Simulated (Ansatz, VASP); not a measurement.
# One calculation of Rh, two programs

```
CELL_PARAMETERS angstrom
2.73098 0.00000 0.00000
-1.36549 2.36510 0.00000
0.00000 0.00000 4.42849
ATOMIC_POSITIONS crystal
Rh 0.66667 0.33333 0.75000
Rh 0.33333 0.66667 0.25000
```

Alike in both runs: task single point; functional LDA; k mesh 10 × 10 × 5; occupations gaussian, width 0.2 eV; no spin polarisation.

|  | VASP | Ansatz |
| --- | --- | --- |
| version | VASP 6.6.1 | Ansatz 0.2.0 |
| potentials or method | VASP PAW LDA potentials, release 64 (Rh_pv), cutoff 520 eV | plane waves, PAW |
| valence electrons in the cell | 30 | 34 |

```tsv
	VASP	Ansatz	Ansatz less VASP
pressure (GPa)	-18.4	-19.1	-0.72
traceless stress, the component that is largest in VASP (GPa)	-0.21	-0.21	-0.001
```

LDA's correlation is that of Perdew and Zunger in VASP and of Perdew and Wang (1992) in Ansatz. VASP's potentials hold 30 valence electrons a cell and Ansatz's 34, so a difference there can come from the potentials and not from the codes.
